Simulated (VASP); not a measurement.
## Hg: single point with r2SCAN

Crystal: Hg.

```xyz
1
Lattice="3.0089 0.0000 0.0000 0.0000 3.0089 0.0000 0.0000 0.0000 3.0089" Properties=species:S:1:pos:R:3 pbc="T T T"
Hg    0.0000    0.0000    0.0000
```

| Property | Result |
| --- | --- |
| Program | VASP 6.6.1 |
| Task | single point |
| Functional | r2SCAN |
| Potentials or basis | VASP PAW PBE potentials, release 64 (Hg) |
| Cutoff | 520 eV |
| k mesh | 17 × 17 × 17 |
| Occupations | fermi-dirac, width 0.1 eV |
| Spin | no spin polarisation |
| Dipole correction | no |
| Further INCAR settings | ALGO = Normal; EDIFF = 1e-06; NBANDS = 12 |

| Property | Result |
| --- | --- |
| Pressure | 0.5 GPa |
| Band gap on the k mesh | zero (bands 6 and 7 overlap by 4.99 eV) |

Levels at points of the mesh, in eV from the Fermi level:
| k point | band 3 | band 4 | band 5 | band 6 | band 7 | band 8 | band 9 | band 10 |
| --- | --- | --- | --- | --- | --- | --- | --- | --- |
| (0.00, 0.00, 0.00) | -8.44 | -6.34 | -6.34 | -6.34 | 10.31 | 10.31 | 10.31 | 13.82 |

Run time: 42 s on 1 thread of Intel(R) Xeon(R) 6975P-C (Granite Rapids) (shared host), peak memory 0.17 GiB.

Caveat: the PAW data sets were made with another functional, which shifts forces and pressure a little; spin-orbit coupling is left out, which moves the levels of the heavy elements.
